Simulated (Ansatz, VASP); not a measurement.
## One calculation of Si, two programs

```xyz
1
Lattice="0.0000 1.9328 1.9328 1.9328 0.0000 1.9328 1.9328 1.9328 0.0000" Properties=species:S:1:pos:R:3 pbc="T T T"
Si    0.0000    0.0000    0.0000
```

Alike in both runs: task single point; functional PBE; k mesh 16 × 16 × 16; occupations fermi-dirac, width 0.1 eV; no spin polarisation.

|  | VASP | Ansatz |
| --- | --- | --- |
| version | VASP 6.6.1 | Ansatz 0.2.0 |
| potentials or method | VASP PAW PBE potentials, release 64 (Si), cutoff 520 eV | plane waves (420 eV) with PAW, scalar-relativistic |
| valence electrons in the cell | 4 | 4 |

```tsv
	VASP	Ansatz	Ansatz less VASP
pressure (GPa)	0.2	0.2	+0.03
```
